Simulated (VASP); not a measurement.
# HfSi (Pnma) in VASP: a series of runs

The runs below take HfSi through single point, with r2SCAN.

Everything below comes from runs of VASP 6.6.1. Logs are shortened: lines on timing, memory, paths and dates and some standing lists are left out, and cuts for length are marked.

## Step 1: The cell of the first run

It takes space group Pnma (No. 62, orthorhombic). Conventional cell: a = 6.862 Å, b = 3.778 Å, c = 5.222 Å, α = 90.00°, β = 90.00°, γ = 90.00°. Within 3.8 Å of Hf (site symmetry m) lie 7 Si at 2.70 to 2.88 Å and 10 Hf at 3.33 to 3.78 Å. Si (site symmetry m) has 2 Si at 2.46 Å and 7 Hf at 2.70 to 2.88 Å within 3.2 Å.

## Step 2: Single point, r2SCAN

POSCAR reads:

```
HfSi
1.0
    6.8623246112      0.0000000000      0.0000000000
    0.0000000000      3.7776793892      0.0000000000
    0.0000000000      0.0000000000      5.2218250536
Hf Si
4 4
Direct
    0.1753598600      0.2500000000      0.1257933205
    0.3246401400      0.7500000000      0.6257933205
    0.6753598600      0.2500000000      0.3742066795
    0.8246401400      0.7500000000      0.8742066795
    0.0430461672      0.2500000000      0.6393185333
    0.4569538328      0.7500000000      0.1393185333
    0.5430461672      0.2500000000      0.8606814667
    0.9569538328      0.7500000000      0.3606814667
```

INCAR.step1 reads:

```
ALGO = Normal
EDIFF = 1E-4
ENCUT = 520
GGA = PE
ISMEAR = 0
LASPH = T
LCHARG = F
LREAL = F
LWAVE = T
NBANDS = 38
NELM = 100
PREC = Accurate
SIGMA = 0.1
```

INCAR.step2 reads:

```
ALGO = Normal
EDIFF = 1E-7
ENCUT = 520
ISIF = 2
ISMEAR = 0
ISTART = 1
LASPH = T
LCHARG = T
LELF = T
LMIXTAU = T
LREAL = F
LVHAR = T
LWAVE = F
METAGGA = R2SCAN
NBANDS = 38
NELM = 100
PREC = Accurate
SIGMA = 0.1
```

KPOINTS reads:

```
k-points
0
Gamma
  4 4 4
```

Potentials or basis: VASP PAW PBE potentials, release 64 (Hf_pv, Si).

The run is started by

```
$ cat potpaw_PBE.64/Hf_pv/POTCAR potpaw_PBE.64/Si/POTCAR > POTCAR
$ cp INCAR.step1 INCAR
$ mpirun -np 1 vasp_std > vasp.out
$ cp INCAR.step2 INCAR
$ mpirun -np 1 vasp_std > vasp.out
```

OUTCAR:

```text
EDIFF = 1E-7
   ENCUT = 520
   ISIF = 2
   ISMEAR = 0
   ISTART = 1
   LASPH = T
   LREAL = F
   METAGGA = R2SCAN
   NELM = 100
   PREC = Accurate

 ion  position               nearest neighbor table
   1  0.175  0.250  0.126-   5 2.70   6 2.70   6 2.70   8 2.71   8 2.71   5 2.83   7 2.88   4 3.33
                             4 3.33   2 3.38   2 3.38   2 3.38   2 3.38   3 3.67   3 3.67
   2  0.325  0.750  0.626-   6 2.70   5 2.70   5 2.70   7 2.71   7 2.71   6 2.83   8 2.88   3 3.33
                             3 3.33   1 3.38   1 3.38   1 3.38   1 3.38   4 3.67   4 3.67
   3  0.675  0.250  0.374-   7 2.70   8 2.70   8 2.70   6 2.71   6 2.71   7 2.83   5 2.88   2 3.33
                             2 3.33   4 3.38   4 3.38   4 3.38   4 3.38   1 3.67   1 3.67
   4  0.825  0.750  0.874-   8 2.70   7 2.70   7 2.70   5 2.71   5 2.71   8 2.83   6 2.88   1 3.33
                             1 3.33   3 3.38   3 3.38   3 3.38   3 3.38   2 3.67   2 3.67
   5  0.043  0.250  0.639-   8 2.46   8 2.46   1 2.70   2 2.70   2 2.70   4 2.71   4 2.71   1 2.83
                             3 2.88
   6  0.457  0.750  0.139-   7 2.46   7 2.46   2 2.70   1 2.70   1 2.70   3 2.71   3 2.71   2 2.83
                             4 2.88
   7  0.543  0.250  0.861-   6 2.46   6 2.46   3 2.70   4 2.70   4 2.70   2 2.71   2 2.71   3 2.83
                             1 2.88
   8  0.957  0.750  0.361-   5 2.46   5 2.46   4 2.70   3 2.70   3 2.70   1 2.71   1 2.71   4 2.83
                             2 2.88

  LATTYP: Found a simple orthorhombic cell.
 ALAT       =     3.7776793892
 B/A-ratio  =     1.3822838086
 C/A-ratio  =     1.8165450014

  Lattice vectors:

 A1 = (   0.0000000000,   3.7776793892,   0.0000000000)
 A2 = (   0.0000000000,   0.0000000000,   5.2218250536)
 A3 = (   6.8623246112,   0.0000000000,   0.0000000000)

Analysis of symmetry for initial positions (statically):
=====================================================================
 Subroutine PRICEL returns:
 Original cell was already a primitive cell.

 Routine SETGRP: Setting up the symmetry group for a
 simple orthorhombic supercell.

 Subroutine GETGRP returns: Found  8 space group operations
 (whereof  2 operations were pure point group operations)
 out of a pool of  8 trial point group operations.

The static configuration has the point symmetry S_2 .
 The point group associated with its full space group is D_2h.

Analysis of symmetry for dynamics (positions and initial velocities):
=====================================================================
 Subroutine PRICEL returns:
 Original cell was already a primitive cell.

 Routine SETGRP: Setting up the symmetry group for a
 simple orthorhombic supercell.

 Subroutine GETGRP returns: Found  8 space group operations
 (whereof  2 operations were pure point group operations)
 out of a pool of  8 trial point group operations.

The dynamic configuration has the point symmetry S_2 .
 The point group associated with its full space group is D_2h.

 Subroutine INISYM returns: Found  8 space group operations
 (whereof  2 operations are pure point group operations),
 and found     1 'primitive' translations

----------------------------------------------------------------------------------------

                                     Primitive cell

  volume of cell :     135.3688

  direct lattice vectors                    reciprocal lattice vectors
     6.862324611  0.000000000  0.000000000     0.145723214  0.000000000  0.000000000
     0.000000000  3.777679389  0.000000000     0.000000000  0.264712777  0.000000000
     0.000000000  0.000000000  5.221825054     0.000000000  0.000000000  0.191503926

  length of vectors
     6.862324611  3.777679389  5.221825054     0.145723214  0.264712777  0.191503926

  position of ions in fractional coordinates (direct lattice)
     0.175359860  0.250000000  0.125793321
     0.324640140  0.750000000  0.625793321
     0.675359860  0.250000000  0.374206679
     0.824640140  0.750000000  0.874206679
     0.043046167  0.250000000  0.639318533
     0.456953833  0.750000000  0.139318533
     0.543046167  0.250000000  0.860681467
     0.956953833  0.750000000  0.360681467

  ion indices of the primitive-cell ions
   primitive index   ion index
                 1           1
                 2           2
                 3           3
                 4           4
                 5           5
                 6           6
                 7           7
                 8           8

----------------------------------------------------------------------------------------

 KPOINTS: k-points

Automatic generation of k-mesh.
 Grid dimensions read from file:
 generate k-points for:    4    4    4

 Generating k-lattice:

  Cartesian coordinates                     Fractional coordinates (reciprocal lattice)
     0.036430804  0.000000000  0.000000000     0.250000000  0.000000000  0.000000000
     0.000000000  0.066178194  0.000000000     0.000000000  0.250000000  0.000000000
     0.000000000  0.000000000  0.047875982     0.000000000  0.000000000  0.250000000

  Length of vectors
     0.036430804  0.066178194  0.047875982

  Shift w.r.t. Gamma in fractional coordinates (k-lattice)
     0.000000000  0.000000000  0.000000000

 Subroutine IBZKPT returns following result:
 ===========================================

 Found     27 irreducible k-points:

 Following reciprocal coordinates:
            Coordinates               Weight
  0.000000  0.000000  0.000000      1.000000
  0.250000  0.000000  0.000000      2.000000
  0.500000  0.000000  0.000000      1.000000
  0.000000  0.250000  0.000000      2.000000
  0.250000  0.250000  0.000000      4.000000
  0.500000  0.250000  0.000000      2.000000
[... 16 lines left out ...]
  0.250000  0.250000  0.500000      4.000000
  0.500000  0.250000  0.500000      2.000000
 [... further k-points ...]
   k-points           NKPTS =     27   k-points in BZ     NKDIM =     27   number of bands    NBANDS=     38
   number of dos      NEDOS =    301   number of ions     NIONS =      8
   total plane-waves  NPLWV =  60480
   dimension x,y,z NGX =    54 NGY =   28 NGZ =   40
   dimension x,y,z NGXF=   108 NGYF=   56 NGZF=   80
   ions per type =               4   4
   NGX,Y,Z   is equivalent  to a cutoff of  13.08, 12.32, 12.73 a.u.
   NGXF,Y,Z  is equivalent  to a cutoff of  26.16, 24.64, 25.47 a.u.
 SYSTEM =  unknown system
   PREC   = accura    normal or accurate (medium, high low for compatibility)
   ISTART =      1    job   : 0-new  1-cont  2-samecut
   ICHARG =      0    charge: 1-file 2-atom 10-const
   ISPIN  =      1    spin polarized calculation?
   LNONCOLLINEAR =      F non collinear calculations
   LSORBIT =      F    spin-orbit coupling
   LASPH  =      T    aspherical Exc in radial PAW
   ENCUT  =  520.0 eV  38.22 Ry    6.18 a.u.  12.76  7.02  9.71*2*pi/ulx,y,z
   NELM   =    100;   NELMIN=  2; NELMDL=  0     # of ELM steps
   EDIFF  = 0.1E-06   stopping-criterion for ELM
   LREAL  =      F    real-space projection
   EDIFFG = 0.1E-05   stopping-criterion for IOM
   NSW    =      0    number of steps for IOM
   IBRION =     -1    ionic relax: 0-MD 1-quasi-New 2-CG
   NFREE  =      0    steps in history (QN), initial steepest desc. (CG)
   ISIF   =      2    stress and relaxation
   ISYM   =      2    0-nonsym 1-usesym 2-fastsym
   POTIM  = 0.5000    time-step for ionic-motion
   TEBEG  =    0.0;   TEEND  =   0.0 temperature during run
   PSTRESS=    0.0 pullay stress
   NELECT =      56.0000    total number of electrons
   NUPDOWN=      -1.0000    fix difference up-down
   EMIN   =  10.00;   EMAX   =-10.00  energy-range for DOS
   EFERMI =   0.00;   METHOD = LEGACY
   ISMEAR =     0;   SIGMA  =   0.10  broadening in eV -4-tet -1-fermi 0-gaus
   EFERMI_NEDOS =   21; number of points for ismear=-14 and -15
   IALGO  =     38    algorithm
   IMIX   =      4    mixing-type and parameters
     AMIX     =   0.40;   BMIX     =  1.00
     AMIX_MAG =   1.60;   BMIX_MAG =  1.00
  volume/ion in A,a.u.               =      16.92       114.19
  Fermi-wavevector in a.u.,A,eV,Ry     =   1.219826  2.305137 20.245141  1.487976
  Thomas-Fermi vector in A             =   2.355065
   LORBIT       =      0    0 simple, 1 ext, 2 COOP (PROOUT), +10 PAW based schemes
   METAGGA = R2SCAN    functional components
   LHFCALC =     F    Hartree Fock is set to
   AEXX    =    0.0000 exact exchange contribution
   IVDW    =     0    specifies the selected vdW correction
   LEPSILON=     F    determine dielectric tensor
   LRPA    =     F    only Hartree local field effects (RPA)
 non-spin polarized calculation
 Gauss-broadening in eV      SIGMA  =   0.10
  energy-cutoff  :      520.00
  volume of cell :      135.37
 maximum number of plane-waves:      3676
 NGX is ok and might be reduce to    54
   NGX = 25   NGY = 15   NGZ = 19

 number of electron      56.0000005 magnetization

 Free energy of the ion-electron system (eV)
  ---------------------------------------------------
  ext. energy  EPLUGINS =         0.00000000
  ---------------------------------------------------
  free energy    TOTEN  =      -222.64599434 eV

  energy without entropy =     -222.63750771  energy(sigma->0) =     -222.64175102

 E-fermi :   7.5209     XC(G=0): -12.4178

 val. band max:        7.4768331216   @ k =   0.2500   0.0000   0.0000
 cond. band min:       7.5306691381   @ k =   0.0000   0.2500   0.5000
 fundamental gap:      0.0538360165
 Fermi energy:         7.5209014986

 k-point     1 :       0.0000    0.0000    0.0000
  band No.  band energies     occupation
      1     -24.3475      2.00000
      2     -24.3451      2.00000
      3     -24.2989      2.00000
      4     -24.2339      2.00000
      5     -24.2195      2.00000
      6     -24.1960      2.00000
[... 30 lines left out ...]
     37      11.0351      0.00000
     38      11.4220      0.00000
[... 941 lines left out ...]
     37      11.7100      0.00000
     38      11.7121      0.00000

 [... further k-points ...]

------------------------ aborting loop because EDIFF is reached ----------------------------------------

  FORCE on cell =-STRESS in cart. coord.  units (eV):
  Direction    XX          YY          ZZ          XY          YZ          ZX
  --------------------------------------------------------------------------------------
  -------------------------------------------------------------------------------------
  Total       -0.2462170     -0.2484798     -0.2935855      0.0000000      0.0000000      0.0000000
  in kB       -2.9141365     -2.9409190     -3.4747736      0.0000000      0.0000000      0.0000000
  external PRESSURE =      -3.1099430 kB  Pullay stress =       0.0000000 kB

 VOLUME and BASIS-vectors are now :
 -----------------------------------------------------------------------------
  energy-cutoff  :      520.00
  volume of cell :      135.37
      direct lattice vectors                 reciprocal lattice vectors
     6.862324611  0.000000000  0.000000000     0.145723214  0.000000000  0.000000000
     0.000000000  3.777679389  0.000000000     0.000000000  0.264712777  0.000000000
     0.000000000  0.000000000  5.221825054     0.000000000  0.000000000  0.191503926

 POSITION                                       TOTAL-FORCE (eV/Angst)
 -----------------------------------------------------------------------------------
      1.20338      0.94442      0.65687        -0.001036      0.000000      0.003237
      2.22779      2.83326      3.26778         0.001036     -0.000000      0.003237
      4.63454      0.94442      1.95404        -0.001036      0.000000     -0.003237
      5.65895      2.83326      4.56495         0.001036     -0.000000     -0.003237
      0.29540      0.94442      3.33841         0.003220     -0.000000     -0.003872
      3.13577      2.83326      0.72750        -0.003220     -0.000000     -0.003872
      3.72656      0.94442      4.49433         0.003220     -0.000000      0.003872
      6.56693      2.83326      1.88342        -0.003220     -0.000000      0.003872
 -----------------------------------------------------------------------------------
    total drift:                                0.000000      0.000000      0.000000

  FREE ENERGIE OF THE ION-ELECTRON SYSTEM (eV)
  ---------------------------------------------------
  free  energy   TOTEN  =      -222.6459943373 eV

  energy  without entropy=     -222.6375077070  energy(sigma->0) =     -222.64175102
```

It took 7.2 min on 1 thread of Intel Xeon Platinum 8488C (Sapphire Rapids), shared host; peak memory 0.31 GiB.

What came out:

```yaml
Free_energy: -222.6460 eV
Pressure: -0.3 GPa
Largest_force: 0.005 eV/Å
Band_gap_on_the_k_mesh: zero (bands 28 and 29 overlap by 0.12 eV)
```

Forces on the atoms (eV/Å):
```
Hf  -0.001  0.000  0.003
Hf   0.001  0.000  0.003
Hf  -0.001  0.000 -0.003
Hf   0.001  0.000 -0.003
Si   0.003  0.000 -0.004
Si  -0.003  0.000 -0.004
Si   0.003  0.000  0.004
Si  -0.003  0.000  0.004
```

Caveat: the k points lie up to 0.42 Å⁻¹ apart; the PAW data sets were made with another functional, which shifts forces and pressure a little; spin-orbit coupling is left out, which moves the levels of the heavy elements.

(Part 1 of 2 ends here.)
